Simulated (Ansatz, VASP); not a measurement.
**Si: VASP beside Ansatz**

File INCAR:

```
SYSTEM = Si
ALGO = Normal
EDIFF = 1E-6
ENCUT = 500
GGA_COMPAT = .FALSE.
ISIF = 2
ISMEAR = 0
LASPH = .TRUE.
LCHARG = .FALSE.
LREAL = .FALSE.
LWAVE = .FALSE.
NBANDS = 11
NELM = 120
PREC = Accurate
SIGMA = 0.01
```

The input KPOINTS:

```
k-points
0
G
  6 6 6
  0 0 0
```

File POSCAR:

```
Si
1.0
    0.0000000000      2.7135600000      2.7135600000
    2.7135600000      0.0000000000      2.7135600000
    2.7135600000      2.7135600000      0.0000000000
Si
2
Direct
    0.7500000000      0.7500000000      0.7500000000
    0.5000000000      0.5000000000      0.5000000000
```

Input for Ansatz:

```yaml
crystal:
  lattice:
    - [0.0, 2.71356, 2.71356]
    - [2.71356, 0.0, 2.71356]
    - [2.71356, 2.71356, 0.0]
  atoms:
    - { symbol: Si, position: [0.7499999999999999, 0.7499999999999999, 0.7499999999999999] }
    - { symbol: Si, position: [0.5, 0.5, 0.5] }
basis:
  ecutwfc: 489.804952427784
kpoints:
  mp_grid:
    grid: [6, 6, 6]
    shift: [0.0, 0.0, 0.0]
hamiltonian:
  xc: lda
scf:
  occupations:
    method: fixed
output:
  stress: true
```

Alike in both runs: task single point; functional LDA; k mesh 6 × 6 × 6; no spin polarisation.

|  | VASP | Ansatz |
| --- | --- | --- |
| version | VASP 6.6.1 | Ansatz 0.2.0 |
| potentials or method | VASP PAW LDA potentials, release 64 (Si), cutoff 500 eV | plane waves, PAW |
| occupations | gaussian, width 0.01 eV | fixed |
| valence electrons in the cell | 8 | 8 |

|  | VASP | Ansatz | Ansatz less VASP |
| --- | --- | --- | --- |
| pressure (GPa) | -1.2 | -1.2 | -0.04 |

LDA's correlation is that of Perdew and Zunger in VASP and of Perdew and Wang (1992) in Ansatz.
